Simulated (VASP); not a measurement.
# MgS (Fm-3m) in VASP: notebook, part 2 of 2

VASP 6.6.1.

## Step 4: Single point, HSE06

This run uses another cell than the first one, of 17.96 Å³/atom.

POSCAR

```
MgS
1.0
    0.0000000000      2.6188799723      2.6188799723
    2.6188799723      0.0000000000      2.6188799723
    2.6188799723      2.6188799723      0.0000000000
S Mg
1 1
Direct
    0.5000000000      0.5000000000      0.5000000000
    0.0000000000      0.0000000000      0.0000000000
```

INCAR.step1

```
SYSTEM = MgS
PREC = Accurate
ENCUT = 520
EDIFF = 1E-5
ISMEAR = -1
SIGMA = 0.05
LREAL = .False.
LASPH = .True.
NELM = 60
ALGO = Normal
ISIF = 2
LWAVE = .True.
GGA = PE
NBANDS = 11
```

INCAR.step2

```
SYSTEM = MgS
PREC = Accurate
ENCUT = 520
EDIFF = 1E-7
ISMEAR = -1
SIGMA = 0.05
LREAL = .False.
LASPH = .True.
NELM = 60
ALGO = Normal
ISIF = 2
LWAVE = .False.
LCHARG = .True.
GGA = PE
LHFCALC = .True.
HFSCREEN = 0.2079
PRECFOCK = Normal
LELF = .True.
LVHAR = .True.
ISTART = 1
NBANDS = 11
```

KPOINTS

```
regular mesh
0
Gamma
  6 6 6
  0 0 0
```

Potentials or basis: VASP PAW PBE potentials, release 64 (S, Mg).

Run with:

```sh
$ cat potpaw_PBE.64/S/POTCAR potpaw_PBE.64/Mg/POTCAR > POTCAR
$ cp INCAR.step1 INCAR
$ mpirun -np 1 vasp_std > vasp.out
$ cp INCAR.step2 INCAR
$ mpirun -np 1 vasp_std > vasp.out
```

OUTCAR:

```text
SYSTEM = MgS
   PREC = Accurate
   ENCUT = 520
   EDIFF = 1E-7
   ISMEAR = -1
   LREAL = .False.
   LASPH = .True.
   NELM = 60
   ISIF = 2
   GGA = PE
   LHFCALC = .True.
   HFSCREEN = 0.2079
   PRECFOCK = Normal
   ISTART = 1

 ion  position               nearest neighbor table
   1  0.500  0.500  0.500-   2 2.62   2 2.62   2 2.62   2 2.62   2 2.62   2 2.62
   2  0.000  0.000  0.000-   1 2.62   1 2.62   1 2.62   1 2.62   1 2.62   1 2.62

  LATTYP: Found a face centered cubic cell.
 ALAT       =     5.2377599446

  Lattice vectors:

 A1 = (   0.0000000000,   2.6188799723,   2.6188799723)
 A2 = (   2.6188799723,   0.0000000000,   2.6188799723)
 A3 = (   2.6188799723,   2.6188799723,   0.0000000000)

Analysis of symmetry for initial positions (statically):
=====================================================================
 Subroutine PRICEL returns:
 Original cell was already a primitive cell.

 Routine SETGRP: Setting up the symmetry group for a
 face centered cubic supercell.

 Subroutine GETGRP returns: Found 48 space group operations
 (whereof 48 operations were pure point group operations)
 out of a pool of 48 trial point group operations.

The static configuration has the point symmetry O_h .

Analysis of symmetry for dynamics (positions and initial velocities):
=====================================================================
 Subroutine PRICEL returns:
 Original cell was already a primitive cell.

 Routine SETGRP: Setting up the symmetry group for a
 face centered cubic supercell.

 Subroutine GETGRP returns: Found 48 space group operations
 (whereof 48 operations were pure point group operations)
 out of a pool of 48 trial point group operations.

The dynamic configuration has the point symmetry O_h .

 Subroutine INISYM returns: Found 48 space group operations
 (whereof 48 operations are pure point group operations),
 and found     1 'primitive' translations
[... 117 lines left out ...]
   NKREDZ  =     1    reduce k-point grid by
   AEXX    =    0.2500 exact exchange contribution
   HFSCREEN=    0.2079 screening length (either q_TF or 0.3 A-1)
   HFSCREENC=   0.2079 screening length for correlation (either q_TF or 0.3 A-1)
   ENCUTFOCK=  -1.0 apply spherical cutoff to Coloumb kernel
   IVDW    =     0    specifies the selected vdW correction
   LEPSILON=     F    determine dielectric tensor
   LRPA    =     F    only Hartree local field effects (RPA)
 non-spin polarized calculation
  energy-cutoff  :      520.00
  volume of cell :       35.92
 maximum number of plane-waves:       982
  NGX = 24; NGY = 24; NGZ = 24

 number of electron       8.0000001 magnetization

 Free energy of the ion-electron system (eV)
  ---------------------------------------------------
  ext. energy  EPLUGINS =         0.00000000
  ---------------------------------------------------
  free energy    TOTEN  =        -9.88061635 eV

  energy without entropy =       -9.88061635  energy(sigma->0) =       -9.88061635

 E-fermi :   3.9378     XC(G=0):  -7.9864

 val. band max:        2.8906808839   @ k =   0.0000   0.0000   0.0000
 cond. band min:       6.5924516895   @ k =   0.5000   0.5000   0.0000
 fundamental gap:      3.7017708056
 Fermi energy:         3.9377578295

 k-point     1 :       0.0000    0.0000    0.0000
  band No.  band energies     occupation
      1     -10.9534      2.00000
      2       2.8907      2.00000
      3       2.8907      2.00000
      4       2.8907      2.00000
      5       7.5186      0.00000
      6      12.0026      0.00000
      7      12.0026      0.00000
      8      12.0026      0.00000
      9      14.5502      0.00000
     10      14.5502      0.00000
     11      16.5684      0.00000
[... 197 lines left out ...]
 k-point    16 :      -0.3333    0.5000    0.1667
  band No.  band energies     occupation
      1      -9.1456      2.00000
      2      -1.1085      2.00000
      3       0.1566      2.00000
      4       0.5773      2.00000
      5       8.2778      0.00000
      6      10.1777      0.00000
      7      13.2658      0.00000
      8      13.9195      0.00000
      9      18.0299      0.00000
     10      19.3051      0.00000
     11      19.7853      0.00000

------------------------ aborting loop because EDIFF is reached ----------------------------------------

  FORCE on cell =-STRESS in cart. coord.  units (eV):
  Direction    XX          YY          ZZ          XY          YZ          ZX
  --------------------------------------------------------------------------------------
  -------------------------------------------------------------------------------------
  Total       -0.4950613     -0.4950613     -0.4950613      0.0000000     -0.0000000      0.0000000
  in kB      -22.0796783    -22.0796783    -22.0796783      0.0000000     -0.0000000      0.0000000
  external PRESSURE =     -22.0796783 kB  Pullay stress =       0.0000000 kB

 VOLUME and BASIS-vectors are now :
 -----------------------------------------------------------------------------
  energy-cutoff  :      520.00
  volume of cell :       35.92
      direct lattice vectors                 reciprocal lattice vectors
     0.000000000  2.618879972  2.618879972    -0.190921312  0.190921312  0.190921312
     2.618879972  0.000000000  2.618879972     0.190921312 -0.190921312  0.190921312
     2.618879972  2.618879972  0.000000000     0.190921312  0.190921312 -0.190921312

 POSITION                                       TOTAL-FORCE (eV/Angst)
 -----------------------------------------------------------------------------------
      2.61888      2.61888      2.61888         0.000000     -0.000000     -0.000000
      0.00000      0.00000      0.00000        -0.000000      0.000000      0.000000
 -----------------------------------------------------------------------------------
    total drift:                                0.000000      0.000000      0.000000

  FREE ENERGIE OF THE ION-ELECTRON SYSTEM (eV)
  ---------------------------------------------------
  free  energy   TOTEN  =        -9.8806163506 eV

  energy  without entropy=       -9.8806163506  energy(sigma->0) =       -9.88061635
```

OUTCAR.step1:

```text
SYSTEM = MgS
   PREC = Accurate
   ENCUT = 520
   EDIFF = 1E-5
   ISMEAR = -1
   LREAL = .False.
[... 434 lines left out ...]
      2.61888      2.61888      2.61888         0.000000      0.000000     -0.000000
      0.00000      0.00000      0.00000        -0.000000     -0.000000      0.000000
 -----------------------------------------------------------------------------------
    total drift:                                0.000000      0.000000      0.000000

  FREE ENERGIE OF THE ION-ELECTRON SYSTEM (eV)
  ---------------------------------------------------
  free  energy   TOTEN  =        -8.4999402007 eV

  energy  without entropy=       -8.4999402006  energy(sigma->0) =       -8.49994020
```

OSZICAR.step1:

```text
N       E                     dE             d eps       ncg     rms          rms(c)
DAV:   1     0.224738736045E+02    0.22474E+02   -0.36964E+03   360   0.599E+02
DAV:   2    -0.731010631037E+01   -0.29784E+02   -0.27957E+02   444   0.992E+01
DAV:   3    -0.890540520234E+01   -0.15953E+01   -0.15900E+01   440   0.244E+01
DAV:   4    -0.891505380335E+01   -0.96486E-02   -0.96479E-02   407   0.218E+00
DAV:   5    -0.891512706959E+01   -0.73266E-04   -0.73265E-04   452   0.195E-01    0.433E+00
DAV:   6    -0.854094199998E+01    0.37419E+00   -0.81297E-01   382   0.354E+00    0.337E+00
DAV:   7    -0.850027816874E+01    0.40664E-01   -0.21852E-01   412   0.202E+00    0.225E+00
DAV:   8    -0.850025983890E+01    0.18330E-04   -0.15708E-02   373   0.759E-01    0.102E+00
DAV:   9    -0.849992879362E+01    0.33105E-03   -0.87592E-04   403   0.170E-01    0.364E-01
DAV:  10    -0.849994375712E+01   -0.14964E-04   -0.25982E-04   385   0.737E-02    0.440E-02
DAV:  11    -0.849994020066E+01    0.35565E-05   -0.22701E-05   371   0.210E-02
   1 F= -.84999402E+01 E0= -.84999402E+01  d E =-.781493E-10
```

Run time: 25 min. Hardware: 1 thread of Intel Xeon 8259CL, shared host; peak memory 0.28 GiB.

What came out:

```yaml
Free_energy: -9.8806 eV
Pressure: -2.2 GPa
Band_gap_on_the_k_mesh: 3.70 eV (least direct gap 4.63 eV)
```

Caveat: the PAW data sets were made with another functional, which shifts forces and pressure a little.

## Step 5: Single point, PBEsol

This run uses another cell than the first one, of 17.61 Å³/atom.

INCAR

```
  ALGO = Normal
  EDIFF = 1E-6
  ENCUT = 520
  GGA = PS
  ISIF = 2
  ISMEAR = -1
  LASPH = True
  LCHARG = True
  LELF = True
  LREAL = False
  LVHAR = True
  LWAVE = False
  NBANDS = 11
  NELM = 100
  PREC = Accurate
  SIGMA = 0.03
```

KPOINTS

```
k-points
0
Gamma
  5 5 5
```

POSCAR

```
MgS
1.0
    0.0000000000      2.6016500000      2.6016500000
    2.6016500000      0.0000000000      2.6016500000
    2.6016500000      2.6016500000      0.0000000000
S Mg
1 1
Direct
    0.5000000000      0.5000000000      0.5000000000
    0.0000000000      0.0000000000      0.0000000000
```

Run with:

```sh
$ cat potpaw_PBE.64/S/POTCAR potpaw_PBE.64/Mg/POTCAR > POTCAR
$ mpirun -np 1 vasp_std > vasp.out
```

Wall time 11 s (1 thread of Intel Xeon 8259CL, shared host); peak memory 0.15 GiB.

Results (log left out):

| Item | Value |
| --- | --- |
| Free energy | -9.0614 eV |
| Pressure | -1.0 GPa |
| Band gap on the k mesh | 3.11 eV (least direct gap 3.59 eV) |

Levels at points of the mesh, in eV from the valence-band top:
```tsv
k point	band 1	band 2	band 3	band 4	band 5	band 6	band 7	band 8	band 9
(0.00, 0.00, 0.00)	-12.68	0.00	0.00	0.00	3.59	7.85	7.85	7.85	10.31
```

Caveat: the PAW data sets were made with another functional, which shifts forces and pressure a little; an odd mesh through Γ misses points on the zone boundary, where band edges can lie. PBEsol gaps usually lie below the measured ones, often by a third to a half.

## Step 6: Overview

```tsv
level	cell	k mesh	smearing	grid for exact exchange (PRECFOCK)	share of exact exchange	screening parameter	gap on the mesh (eV)	pressure (GPa)
HSE06	a = 3.630 Å, angles 60.0°, 2 atoms	6 × 6 × 6	fermi-dirac 0.05 eV	Normal	0.25	0.2079 1/Å	3.85	2.7
HSE06	a = 3.655 Å, angles 60.0°, 2 atoms	6 × 6 × 6	fermi-dirac 0.05 eV	Normal	0.25	0.2079 1/Å	3.80	0.9
HSE06	a = 3.704 Å, angles 60.0°, 2 atoms	6 × 6 × 6	fermi-dirac 0.05 eV	Normal	0.25	0.2079 1/Å	3.70	-2.2
PBEsol	a = 3.679 Å, angles 60.0°, 2 atoms	5 × 5 × 5	fermi-dirac 0.03 eV	-	-	-	3.11	-1.0
```

Alike in all rows: task single point; potentials or basis VASP PAW PBE potentials, release 64 (S, Mg); no spin polarisation; cutoff (eV) 520.

Caveats: the PAW data sets were made with another functional, which shifts forces and pressure a little; an odd mesh through Γ misses points on the zone boundary, where band edges can lie (at least some runs).

Total energies depend on the potentials used, so only differences within one code and one set of settings carry meaning.
